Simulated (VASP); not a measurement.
# FeCo (Pm-3m) in VASP: single point with LDA

Aim: the single point of FeCo with LDA.

Program: VASP 6.6.1. These are calculated values, not measurements. Logs are shortened: lines on timing, memory, paths and dates and some standing lists are left out, and cuts for length are marked.

## 1. The cell of the first run

Symmetry: Pm-3m, No. 221, cubic system. Conventional cell: a = 2.747 Å, b = 2.747 Å, c = 2.747 Å, α = 90.00°, β = 90.00°, γ = 90.00°. Within 3.1 Å of Fe (site symmetry m-3m) lie 8 Co at 2.38 Å and 6 Fe at 2.75 Å. Within 3.1 Å of Co (site symmetry m-3m) lie 8 Fe at 2.38 Å and 6 Co at 2.75 Å.

## 2. Single point, LDA, collinear spin, ferromagnetic start (10.36 Å³/atom)

File INCAR:

```
SYSTEM = FeCo
ALGO     = Normal         ! electronic algorithm
EDIFF    = 1E-6           ! SCF threshold, eV
ENCUT    = 690            ! plane-wave cutoff, eV
GGA_COMPAT= .FALSE.      
ISIF     = 2              ! what is computed and relaxed
ISMEAR   = 0              ! smearing method
ISPIN    = 2              ! spin polarisation
LASPH    = .TRUE.         ! aspherical terms in the spheres
LCHARG   = .FALSE.        ! write CHGCAR
LMAXMIX  = 4              ! l up to which the mixer works
LORBIT   = 11             ! projections on sites
LREAL    = .FALSE.        ! projectors in reciprocal space
LWAVE    = .FALSE.        ! write WAVECAR
MAGMOM   = 2.86 1.94      ! initial moments
NBANDS   = 28             ! bands
NELM     = 200            ! most SCF steps
PREC     = Accurate       ! precision mode
SIGMA    = 0.05           ! smearing width, eV
```

File KPOINTS:

```
k-points
0
G
  16 16 16
  0 0 0
```

File POSCAR:

```
FeCo
1.0
    2.7468487439      0.0000000000      0.0000000000
    0.0000000000      2.7468487439      0.0000000000
    0.0000000000      0.0000000000      2.7468487439
Fe Co
1 1
Direct
    0.5000000000      0.5000000000      0.5000000000
    0.0000000000      0.0000000000      0.0000000000
```

Potentials or basis: VASP PAW LDA potentials, release 64 (Fe_sv, Co_sv).

Run with:

```
> cat potpaw_LDA.64/Fe_sv/POTCAR potpaw_LDA.64/Co_sv/POTCAR > POTCAR
> mpirun -np 1 vasp_std > vasp.out
```

OUTCAR:

```text
SYSTEM = FeCo
   EDIFF = 1E-6
   ENCUT = 690
   ISIF = 2
   ISMEAR = 0
   ISPIN = 2
   LASPH = .TRUE.
   LORBIT = 11
   LREAL = .FALSE.
   NELM = 200
   PREC = Accurate

 ion  position               nearest neighbor table
   1  0.500  0.500  0.500-   2 2.38   2 2.38   2 2.38   2 2.38   2 2.38   2 2.38   2 2.38   2 2.38

   2  0.000  0.000  0.000-   1 2.38   1 2.38   1 2.38   1 2.38   1 2.38   1 2.38   1 2.38   1 2.38

  LATTYP: Found a simple cubic cell.
 ALAT       =     2.7468487439

  Lattice vectors:

 A1 = (   2.7468487439,   0.0000000000,   0.0000000000)
 A2 = (   0.0000000000,   2.7468487439,   0.0000000000)
 A3 = (   0.0000000000,   0.0000000000,   2.7468487439)

Analysis of symmetry for initial positions (statically):
=====================================================================
 Subroutine PRICEL returns:
 Original cell was already a primitive cell.

 Routine SETGRP: Setting up the symmetry group for a
 simple cubic supercell.

 Subroutine GETGRP returns: Found 48 space group operations
 (whereof 48 operations were pure point group operations)
 out of a pool of 48 trial point group operations.

The static configuration has the point symmetry O_h .

Analysis of symmetry for dynamics (positions and initial velocities):
=====================================================================
 Subroutine PRICEL returns:
 Original cell was already a primitive cell.

 Routine SETGRP: Setting up the symmetry group for a
 simple cubic supercell.

 Subroutine GETGRP returns: Found 48 space group operations
 (whereof 48 operations were pure point group operations)
 out of a pool of 48 trial point group operations.

The dynamic configuration has the point symmetry O_h .

Analysis of structural, dynamic, and magnetic symmetry:
=====================================================================
 Subroutine PRICEL returns:
 Original cell was already a primitive cell.

 Routine SETGRP: Setting up the symmetry group for a
 simple cubic supercell.

 Subroutine GETGRP returns: Found 48 space group operations
 (whereof 48 operations were pure point group operations)
 out of a pool of 48 trial point group operations.

The overall configuration has the point symmetry O_h .

 Subroutine INISYM returns: Found 48 space group operations
 (whereof 48 operations are pure point group operations),
 and found     1 'primitive' translations

----------------------------------------------------------------------------------------

                                     Primitive cell

  volume of cell :      20.7255

  direct lattice vectors                    reciprocal lattice vectors
     2.746848744  0.000000000  0.000000000     0.364053537  0.000000000  0.000000000
     0.000000000  2.746848744  0.000000000     0.000000000  0.364053537  0.000000000
     0.000000000  0.000000000  2.746848744     0.000000000  0.000000000  0.364053537
[... 113 lines left out ...]
   LEPSILON=     F    determine dielectric tensor
   LRPA    =     F    only Hartree local field effects (RPA)
 spin polarized calculation
 Gauss-broadening in eV      SIGMA  =   0.05
  energy-cutoff  :      690.00
  volume of cell :       20.73
 maximum number of plane-waves:       876
 NGX is ok and might be reduce to    24
   NGX = 11   NGY = 11   NGZ = 11

 number of electron      32.9999992 magnetization       4.2609887

 Free energy of the ion-electron system (eV)
  ---------------------------------------------------
  ext. energy  EPLUGINS =         0.00000000
  ---------------------------------------------------
  free energy    TOTEN  =       -17.40836517 eV

  energy without entropy =      -17.40576788  energy(sigma->0) =      -17.40706653

 E-fermi :  13.2040     XC(G=0): -14.6563

 val. band max:       13.2023241735   @ k =   0.4375   0.0625   0.0000
 cond. band min:      13.2044315403   @ k =   0.3750   0.1875   0.0000
 fundamental gap:      0.0021073668
 Fermi energy:        13.2040072616

 spin component 1

 k-point     1 :       0.0000    0.0000    0.0000
  band No.  band energies     occupation
      1     -82.1269      1.00000
      2     -74.3995      1.00000
      3     -45.9268      1.00000
      4     -45.9268      1.00000
      5     -45.9268      1.00000
      6     -40.9187      1.00000
[... 733 lines left out ...]
     27      35.9674      0.00000
     28      36.4510      0.00000

 [... further k-points ...]

 spin component 2

 k-point     1 :       0.0000    0.0000    0.0000
  band No.  band energies     occupation
      1     -80.1361      1.00000
      2     -71.6238      1.00000
      3     -44.0034      1.00000
      4     -44.0034      1.00000
      5     -44.0034      1.00000
      6     -38.2314      1.00000
[... 733 lines left out ...]
     27      36.5227      0.00000
     28      37.0401      0.00000

 [... further k-points ...]

------------------------ aborting loop because EDIFF is reached ----------------------------------------

  FORCE on cell =-STRESS in cart. coord.  units (eV):
  Direction    XX          YY          ZZ          XY          YZ          ZX
  --------------------------------------------------------------------------------------
  -------------------------------------------------------------------------------------
  Total        0.4274316      0.4274316      0.4274316     -0.0000000      0.0000000      0.0000000
  in kB       33.0425023     33.0425023     33.0425023     -0.0000000      0.0000000      0.0000000
  external PRESSURE =      33.0425023 kB  Pullay stress =       0.0000000 kB

 VOLUME and BASIS-vectors are now :
 -----------------------------------------------------------------------------
  energy-cutoff  :      690.00
  volume of cell :       20.73
      direct lattice vectors                 reciprocal lattice vectors
     2.746848744  0.000000000  0.000000000     0.364053537  0.000000000  0.000000000
     0.000000000  2.746848744  0.000000000     0.000000000  0.364053537  0.000000000
     0.000000000  0.000000000  2.746848744     0.000000000  0.000000000  0.364053537

 POSITION                                       TOTAL-FORCE (eV/Angst)
 -----------------------------------------------------------------------------------
      1.37342      1.37342      1.37342         0.000000      0.000000      0.000000
      0.00000      0.00000      0.00000         0.000000      0.000000      0.000000
 -----------------------------------------------------------------------------------
    total drift:                                0.000000      0.000000     -0.000000

  FREE ENERGIE OF THE ION-ELECTRON SYSTEM (eV)
  ---------------------------------------------------
  free  energy   TOTEN  =       -17.4083651749 eV

  energy  without entropy=      -17.4057678807  energy(sigma->0) =      -17.40706653

 total charge

# of ion       s       p       d       tot
------------------------------------------
    1        2.196   6.048   5.539  13.784
    2        2.269   6.141   6.726  15.136
--------------------------------------------------
tot          4.465  12.190  12.265  28.920

 magnetization (x)

# of ion       s       p       d       tot
------------------------------------------
    1        0.001  -0.002   2.483   2.482
    2        0.000  -0.008   1.734   1.726
--------------------------------------------------
tot          0.002  -0.010   4.216   4.208
```

OSZICAR:

```text
N       E                     dE             d eps       ncg     rms          rms(c)
DAV:   1     0.594917828191E+03    0.59492E+03   -0.20861E+04 24040   0.377E+03
DAV:   2     0.191037150833E+02   -0.57581E+03   -0.54788E+03 26760   0.902E+02
DAV:   3    -0.192064690867E+02   -0.38310E+02   -0.37431E+02 26440   0.236E+02
DAV:   4    -0.197314215672E+02   -0.52495E+00   -0.52446E+00 24532   0.269E+01
DAV:   5    -0.197615462879E+02   -0.30125E-01   -0.30124E-01 25564   0.684E+00    0.188E+01
DAV:   6    -0.178967705023E+02    0.18648E+01   -0.10121E+01 22120   0.851E+01    0.163E+01
DAV:   7    -0.185692529383E+02   -0.67248E+00   -0.82943E+00 23096   0.578E+01    0.206E+01
DAV:   8    -0.174411194289E+02    0.11281E+01   -0.53473E+00 24744   0.373E+01    0.607E+00
DAV:   9    -0.174186240992E+02    0.22495E-01   -0.17777E-01 26264   0.656E+00    0.195E+00
DAV:  10    -0.174083885733E+02    0.10236E-01   -0.20621E-02 24328   0.187E+00    0.549E-01
DAV:  11    -0.174083334357E+02    0.55138E-04   -0.23101E-03 24460   0.822E-01    0.157E-01
DAV:  12    -0.174083648723E+02   -0.31437E-04   -0.99161E-05 26492   0.142E-01    0.688E-02
DAV:  13    -0.174083639569E+02    0.91544E-06   -0.24774E-05 24256   0.693E-02    0.307E-02
DAV:  14    -0.174083651600E+02   -0.12031E-05   -0.24855E-06 16964   0.239E-02    0.979E-03
DAV:  15    -0.174083651749E+02   -0.14955E-07   -0.41851E-07 10812   0.137E-02
   1 F= -.17408365E+02 E0= -.17407067E+02  d E =-.259729E-02  mag=     4.2612
```

stdout:

```text
POSCAR found type information on POSCAR FeCo
 POSCAR found :  2 types and       2 ions
 scaLAPACK will be used
 LDA part: xc-table for (Slater(with rela. corr.)+CA(PZ))
 , standard interpolation
 POSCAR, INCAR and KPOINTS ok, starting setup
 FFT: planning ... GRIDC
 FFT: planning ... GRID_SOFT
 FFT: planning ... GRID
 WAVECAR not read
 entering main loop
```

Run time: 2.1 min. Hardware: 1 thread of Intel Xeon Platinum 8259CL at 2.50GHz (Skylake/Cascade Lake), shared host; peak memory 0.3 GiB.

Results:

```
Free energy                                           : -17.4084 eV
Pressure                                              : 3.3 GPa
Net moment                                            : 4.26 μB per cell
Site moments                                          : Fe +2.48; Co +1.73 μB
Valence electrons inside the program's atomic spheres : Fe 13.78; Co 15.14
```

Caveat: the cell stands under pressure.
